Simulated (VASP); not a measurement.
# SrFeBr3 (P6_3/mmc) in VASP: single point with PBE

Aim: the single point of SrFeBr3 with PBE.

Program: VASP 6.6.1. These are calculated values, not measurements. Logs are shortened: lines on timing, memory, paths and dates and some standing lists are left out, and cuts for length are marked.

### 1 The cell of the first run

Symmetry: P6_3/mmc, No. 194, hexagonal system. Conventional cell: a = 7.807 Å, b = 7.807 Å, c = 5.000 Å, α = 90.00°, β = 90.00°, γ = 120.00°. Within 4.3 Å of Sr (site symmetry -6m2) lie 12 Br at 3.24 to 3.91 Å. Within 3.3 Å of Fe (site symmetry -3m) lie 2 Fe at 2.50 Å and 6 Br at 2.74 Å. Br (site symmetry mm2) has 2 Fe at 2.74 Å and 2 Sr at 3.24 Å and 6 Br at 3.50 to 3.57 Å within 3.6 Å.

### 2 Single point, PBE, collinear spin, ferromagnetic start

The input, INCAR:

```
SYSTEM = SrFeBr3
  ALGO = Normal
  EDIFF = 1E-6
  ENCUT = 520
  GGA = PE
  ISIF = 2
  ISMEAR = 0
  ISPIN = 2
  LASPH = .TRUE.
  LCHARG = .TRUE.
  LELF = .TRUE.
  LMAXMIX = 4
  LORBIT = 11
  LREAL = .FALSE.
  LVHAR = .TRUE.
  LWAVE = .FALSE.
  MAGMOM = 0 0 2.59 2.59 0 0 0 0 0 0
  NBANDS = 54
  NELM = 150
  PREC = Accurate
  SIGMA = 0.1
```

The input, KPOINTS:

```
k-points
0
G
  3 3 4
  0 0 0
```

The input, POSCAR:

```
SrFeBr3
1.0
    7.8066736806      0.0000000000      0.0000000000
   -3.9033368402      6.7607777264      0.0000000000
    0.0000000000      0.0000000000      5.0004707924
Sr Fe Br
2 2 6
Direct
    0.3333333333      0.6666666667      0.7500000000
    0.6666666667      0.3333333333      0.2500000000
    0.0000000000      0.0000000000      0.5000000000
    0.0000000000      0.0000000000      0.0000000000
    0.1807329203      0.3614658406      0.2500000000
    0.8192670797      0.1807329203      0.7500000000
    0.8192670797      0.6385341594      0.7500000000
    0.1807329203      0.8192670797      0.2500000000
    0.6385341594      0.8192670797      0.2500000000
    0.3614658406      0.1807329203      0.7500000000
```

Potentials or basis: VASP PAW PBE potentials, release 64 (Sr_sv, Fe, Br).

Run with:

```sh
> cat potpaw_PBE.64/Sr_sv/POTCAR potpaw_PBE.64/Fe/POTCAR potpaw_PBE.64/Br/POTCAR > POTCAR
> mpirun -np 1 vasp_std > vasp.out
```

OUTCAR:

```text
SYSTEM = SrFeBr3
   EDIFF = 1E-6
   ENCUT = 520
   GGA = PE
   ISIF = 2
   ISMEAR = 0
   ISPIN = 2
   LASPH = .TRUE.
   LORBIT = 11
   LREAL = .FALSE.
   NELM = 150
   PREC = Accurate

 ion  position               nearest neighbor table
   1  0.333  0.667  0.750-   8 3.24   8 3.24   5 3.24   5 3.24   9 3.24   9 3.24  10 3.91   7 3.91
                             6 3.91   6 3.91  10 3.91   7 3.91
   2  0.667  0.333  0.250-   6 3.24   6 3.24   7 3.24   7 3.24  10 3.24  10 3.24   9 3.91   5 3.91
                             8 3.91   8 3.91   9 3.91   5 3.91
   3  0.000  0.000  0.500-   4 2.50   4 2.50   8 2.74   6 2.74   5 2.74   7 2.74  10 2.74   9 2.74

   4  0.000  0.000  0.000-   3 2.50   3 2.50   8 2.74   6 2.74   5 2.74   7 2.74  10 2.74   9 2.74

   5  0.181  0.361  0.250-   3 2.74   4 2.74   1 3.24   1 3.24   2 3.91   2 3.91
   6  0.819  0.181  0.750-   3 2.74   4 2.74   2 3.24   2 3.24   1 3.91   1 3.91
   7  0.819  0.639  0.750-   3 2.74   4 2.74   2 3.24   2 3.24   1 3.91   1 3.91
   8  0.181  0.819  0.250-   3 2.74   4 2.74   1 3.24   1 3.24   2 3.91   2 3.91
   9  0.639  0.819  0.250-   3 2.74   4 2.74   1 3.24   1 3.24   2 3.91   2 3.91
  10  0.361  0.181  0.750-   3 2.74   4 2.74   2 3.24   2 3.24   1 3.91   1 3.91

  LATTYP: Found a hexagonal cell.
 ALAT       =     7.8066736806
 C/A-ratio  =     0.6405379547

  Lattice vectors:

 A1 = (   7.8066736806,   0.0000000000,   0.0000000000)
 A2 = (  -3.9033368402,   6.7607777264,   0.0000000000)
 A3 = (   0.0000000000,   0.0000000000,   5.0004707924)

Analysis of symmetry for initial positions (statically):
=====================================================================
 Subroutine PRICEL returns:
 Original cell was already a primitive cell.

 Routine SETGRP: Setting up the symmetry group for a
 hexagonal supercell.

 Subroutine GETGRP returns: Found 24 space group operations
 (whereof 12 operations were pure point group operations)
 out of a pool of 24 trial point group operations.

The static configuration has the point symmetry D_3d.
 The point group associated with its full space group is D_6h.

Analysis of symmetry for dynamics (positions and initial velocities):
=====================================================================
 Subroutine PRICEL returns:
 Original cell was already a primitive cell.

 Routine SETGRP: Setting up the symmetry group for a
 hexagonal supercell.

 Subroutine GETGRP returns: Found 24 space group operations
 (whereof 12 operations were pure point group operations)
 out of a pool of 24 trial point group operations.

The dynamic configuration has the point symmetry D_3d.
 The point group associated with its full space group is D_6h.

Analysis of structural, dynamic, and magnetic symmetry:
=====================================================================
 Subroutine PRICEL returns:
 Original cell was already a primitive cell.

 Routine SETGRP: Setting up the symmetry group for a
 hexagonal supercell.

 Subroutine GETGRP returns: Found 24 space group operations
 (whereof 12 operations were pure point group operations)
 out of a pool of 24 trial point group operations.

The overall configuration has the point symmetry D_3d.
 The point group associated with its full space group is D_6h.

 Subroutine INISYM returns: Found 24 space group operations
 (whereof 12 operations are pure point group operations),
 and found     1 'primitive' translations

----------------------------------------------------------------------------------------

                                     Primitive cell

  volume of cell :     263.9208

  direct lattice vectors                    reciprocal lattice vectors
     7.806673681  0.000000000  0.000000000     0.128095530  0.073955989  0.000000000
    -3.903336840  6.760777726  0.000000000     0.000000000  0.147911977  0.000000000
     0.000000000  0.000000000  5.000470792     0.000000000  0.000000000  0.199981170

  length of vectors
     7.806673681  7.806673681  5.000470792     0.147911977  0.147911977  0.199981170

  position of ions in fractional coordinates (direct lattice)
     0.333333333  0.666666667  0.750000000
     0.666666667  0.333333333  0.250000000
     0.000000000  0.000000000  0.500000000
     0.000000000  0.000000000  0.000000000
     0.180732920  0.361465841  0.250000000
     0.819267080  0.180732920  0.750000000
     0.819267080  0.638534159  0.750000000
     0.180732920  0.819267080  0.250000000
     0.638534159  0.819267080  0.250000000
     0.361465841  0.180732920  0.750000000

  ion indices of the primitive-cell ions
   primitive index   ion index
                 1           1
                 2           2
                 3           3
                 4           4
                 5           5
                 6           6
                 7           7
                 8           8
                 9           9
                10          10

----------------------------------------------------------------------------------------

 KPOINTS: k-points

Automatic generation of k-mesh.
 Grid dimensions read from file:
 generate k-points for:    3    3    4

 Generating k-lattice:

  Cartesian coordinates                     Fractional coordinates (reciprocal lattice)
     0.042698510  0.024651996  0.000000000     0.333333333  0.000000000  0.000000000
     0.000000000  0.049303992  0.000000000     0.000000000  0.333333333  0.000000000
     0.000000000  0.000000000  0.049995293     0.000000000  0.000000000  0.250000000

  Length of vectors
     0.049303992  0.049303992  0.049995293

  Shift w.r.t. Gamma in fractional coordinates (k-lattice)
     0.000000000  0.000000000  0.000000000

 Subroutine IBZKPT returns following result:
 ===========================================

 Found      9 irreducible k-points:

 Following reciprocal coordinates:
            Coordinates               Weight
  0.000000  0.000000  0.000000      1.000000
  0.333333  0.000000  0.000000      6.000000
  0.333333  0.333333  0.000000      2.000000
  0.000000  0.000000  0.250000      2.000000
  0.333333  0.000000  0.250000     12.000000
  0.333333  0.333333  0.250000      4.000000
  0.000000  0.000000  0.500000      1.000000
  0.333333  0.000000  0.500000      6.000000
  0.333333  0.333333  0.500000      2.000000
   k-points           NKPTS =      9   k-points in BZ     NKDIM =      9   number of bands    NBANDS=     54
   number of dos      NEDOS =    301   number of ions     NIONS =     10
   total plane-waves  NPLWV = 144000
   dimension x,y,z NGX =    60 NGY =   60 NGZ =   40
   dimension x,y,z NGXF=   120 NGYF=  120 NGZF=   80
   ions per type =               2   2   6
   NGX,Y,Z   is equivalent  to a cutoff of  12.78, 12.78, 13.30 a.u.
   NGXF,Y,Z  is equivalent  to a cutoff of  25.55, 25.55, 26.60 a.u.
 SYSTEM =  SrFeBr3
   PREC   = accura    normal or accurate (medium, high low for compatibility)
   ISTART =      0    job   : 0-new  1-cont  2-samecut
   ICHARG =      2    charge: 1-file 2-atom 10-const
   ISPIN  =      2    spin polarized calculation?
   LNONCOLLINEAR =      F non collinear calculations
   LSORBIT =      F    spin-orbit coupling
   LASPH  =      T    aspherical Exc in radial PAW
   ENCUT  =  520.0 eV  38.22 Ry    6.18 a.u.  14.52 14.52  9.30*2*pi/ulx,y,z
   NELM   =    150;   NELMIN=  2; NELMDL= -5     # of ELM steps
   EDIFF  = 0.1E-05   stopping-criterion for ELM
   LREAL  =      F    real-space projection
   EDIFFG = 0.1E-04   stopping-criterion for IOM
   NSW    =      0    number of steps for IOM
   IBRION =     -1    ionic relax: 0-MD 1-quasi-New 2-CG
   NFREE  =      0    steps in history (QN), initial steepest desc. (CG)
   ISIF   =      2    stress and relaxation
   ISYM   =      2    0-nonsym 1-usesym 2-fastsym
   POTIM  = 0.5000    time-step for ionic-motion
   TEBEG  =    0.0;   TEEND  =   0.0 temperature during run
   PSTRESS=    0.0 pullay stress
   NELECT =      78.0000    total number of electrons
   NUPDOWN=      -1.0000    fix difference up-down
   EMIN   =  10.00;   EMAX   =-10.00  energy-range for DOS
   EFERMI =   0.00;   METHOD = LEGACY
   ISMEAR =     0;   SIGMA  =   0.10  broadening in eV -4-tet -1-fermi 0-gaus
   EFERMI_NEDOS =   21; number of points for ismear=-14 and -15
   IALGO  =     38    algorithm
   IMIX   =      4    mixing-type and parameters
     AMIX     =   0.40;   BMIX     =  1.00
     AMIX_MAG =   1.60;   BMIX_MAG =  1.00
  volume/ion in A,a.u.               =      26.39       178.10
  Fermi-wavevector in a.u.,A,eV,Ry     =   1.090474  2.060696 16.179133  1.189133
  Thomas-Fermi vector in A             =   2.226699
   LORBIT       =     11    0 simple, 1 ext, 2 COOP (PROOUT), +10 PAW based schemes
   GGA     = PE    functional components
   LHFCALC =     F    Hartree Fock is set to
   AEXX    =    0.0000 exact exchange contribution
   IVDW    =     0    specifies the selected vdW correction
   LEPSILON=     F    determine dielectric tensor
   LRPA    =     F    only Hartree local field effects (RPA)
 spin polarized calculation
 Gauss-broadening in eV      SIGMA  =   0.10
  energy-cutoff  :      520.00
  volume of cell :      263.92
 maximum number of plane-waves:      7165
 NGX is ok and might be reduce to    60
   NGX = 29   NGY = 29   NGZ = 19

 number of electron      78.0000004 magnetization       6.0548620

 Free energy of the ion-electron system (eV)
  ---------------------------------------------------
  ext. energy  EPLUGINS =         0.00000000
  ---------------------------------------------------
  free energy    TOTEN  =       -40.05395612 eV

  energy without entropy =      -40.03409518  energy(sigma->0) =      -40.04402565

 E-fermi :   4.6031     XC(G=0):  -9.0884

 val. band max:        4.4448727311   @ k =   0.0000   0.0000   0.0000
 cond. band min:       4.6277879078   @ k =   0.3333   0.0000   0.2500
 fundamental gap:      0.1829151767
 Fermi energy:         4.6030731649

 spin component 1

 k-point     1 :       0.0000    0.0000    0.0000
  band No.  band energies     occupation
      1     -33.1451      1.00000
      2     -33.1442      1.00000
      3     -15.1479      1.00000
      4     -15.1479      1.00000
      5     -15.1341      1.00000
      6     -15.1341      1.00000
[... 475 lines left out ...]
     50       7.3833      0.00000
     51       7.3860      0.00000
 Fermi energy:         4.6030731649

 spin component 2

 k-point     1 :       0.0000    0.0000    0.0000
  band No.  band energies     occupation
      1     -33.1373      1.00000
      2     -33.1364      1.00000
      3     -15.1403      1.00000
      4     -15.1403      1.00000
      5     -15.1266      1.00000
      6     -15.1266      1.00000
[... 475 lines left out ...]
     50       7.4281      0.00000
     51       7.5089      0.00000
 [bands above 51 left out]

------------------------ aborting loop because EDIFF is reached ----------------------------------------

  FORCE on cell =-STRESS in cart. coord.  units (eV):
  Direction    XX          YY          ZZ          XY          YZ          ZX
  --------------------------------------------------------------------------------------
  -------------------------------------------------------------------------------------
  Total        0.3308361      0.3308361      0.6249517      0.0000000      0.0000000      0.0000000
  in kB        2.0083986      2.0083986      3.7938786      0.0000000      0.0000000      0.0000000
  external PRESSURE =       2.6035586 kB  Pullay stress =       0.0000000 kB

 VOLUME and BASIS-vectors are now :
 -----------------------------------------------------------------------------
  energy-cutoff  :      520.00
  volume of cell :      263.92
      direct lattice vectors                 reciprocal lattice vectors
     7.806673681  0.000000000  0.000000000     0.128095530  0.073955989  0.000000000
    -3.903336840  6.760777726  0.000000000     0.000000000  0.147911977  0.000000000
     0.000000000  0.000000000  5.000470792     0.000000000  0.000000000  0.199981170

 POSITION                                       TOTAL-FORCE (eV/Angst)
 -----------------------------------------------------------------------------------
     -0.00000      4.50719      3.75035         0.000000     -0.000000      0.000000
      3.90334      2.25359      1.25012         0.000000     -0.000000      0.000000
      0.00000      0.00000      2.50024         0.000000     -0.000000      0.000000
      0.00000      0.00000      0.00000         0.000000     -0.000000      0.000000
      0.00000      2.44379      1.25012        -0.000000     -0.002562     -0.000000
      5.69029      1.22190      3.75035         0.002219     -0.001281     -0.000000
      3.90334      4.31699      3.75035         0.000000      0.002562     -0.000000
     -1.78695      5.53888      1.25012        -0.002219      0.001281      0.000000
      1.78695      5.53888      1.25012         0.002219      0.001281      0.000000
      2.11638      1.22190      3.75035        -0.002219     -0.001281      0.000000
 -----------------------------------------------------------------------------------
    total drift:                                0.000000     -0.000000      0.000000

  FREE ENERGIE OF THE ION-ELECTRON SYSTEM (eV)
  ---------------------------------------------------
  free  energy   TOTEN  =       -40.0539561211 eV

  energy  without entropy=      -40.0340951813  energy(sigma->0) =      -40.04402565

 total charge

# of ion       s       p       d       tot
------------------------------------------
    1        1.994   5.754   0.130   7.878
    2        1.994   5.754   0.130   7.878
    3        0.270   0.242   6.343   6.854
    4        0.270   0.242   6.343   6.854
    5        1.611   3.259   0.020   4.890
    6        1.611   3.259   0.020   4.890
    7        1.611   3.259   0.020   4.890
    8        1.611   3.259   0.020   4.890
    9        1.611   3.259   0.020   4.890
   10        1.611   3.259   0.020   4.890
--------------------------------------------------
tot         14.193  31.544  13.068  58.805

 magnetization (x)

# of ion       s       p       d       tot
------------------------------------------
    1        0.002   0.002   0.008   0.011
    2        0.002   0.002   0.008   0.011
    3        0.007   0.005   2.829   2.840
    4        0.007   0.005   2.829   2.840
    5        0.005   0.020   0.002   0.026
    6        0.005   0.020   0.002   0.026
    7        0.005   0.020   0.002   0.026
    8        0.005   0.020   0.002   0.026
    9        0.005   0.020   0.002   0.026
   10        0.005   0.020   0.002   0.026
--------------------------------------------------
tot          0.044   0.132   5.684   5.860
```

Wall time 6.4 min (1 thread of AMD EPYC 7R13 (Zen 3), shared host); peak memory 0.56 GiB.

What came out:

```
Free energy                                           : -40.0540 eV
Pressure                                              : 0.3 GPa
Net moment                                            : 6.05 μB per cell
Site moments                                          : Sr +0.01; Fe +2.84; Br +0.03 μB
Valence electrons inside the program's atomic spheres : Sr 7.88; Fe 6.85; Br 4.89
```

Forces in eV/Å, atoms in the order of the input:
```
Sr   0.000  0.000  0.000
Sr   0.000  0.000  0.000
Fe   0.000  0.000  0.000
Fe   0.000  0.000  0.000
Br   0.000 -0.003  0.000
Br   0.002 -0.001  0.000
Br   0.000  0.003  0.000
Br  -0.002  0.001  0.000
Br   0.002  0.001  0.000
Br  -0.002 -0.001  0.000
```

Stress tensor (GPa, compression positive):
```
0.20 0.00 0.00
0.00 0.20 0.00
0.00 0.00 0.38
```

Levels at points of the mesh, in eV from the Fermi level:
Spin up:
| k point | band 40 | band 41 | band 42 | band 43 | band 44 | band 45 |
| --- | --- | --- | --- | --- | --- | --- |
| (0.00, 0.00, 0.00) | -1.68 | -1.68 | -1.41 | -0.16 | 0.47 | 0.81 |
| (0.00, 0.00, 0.50) | -1.98 | -1.98 | -1.98 | 0.58 | 0.58 | 1.91 |
Spin down:
```
           k point  band 31  band 32  band 33  band 34  band 35  band 36  band 37  band 38  band 39  band 40
(0.00, 0.00, 0.00)    -3.68    -2.93    -2.34    -1.17    -1.17     0.20     0.20     0.22     0.66     0.83
(0.00, 0.00, 0.50)    -3.67    -3.67    -0.78    -0.78    -0.40    -0.40    -0.40    -0.40     0.98     0.98
```

Caveat: semilocal functionals often make such compounds metallic where correlation or magnetic order opens a gap, which also shifts bond lengths.
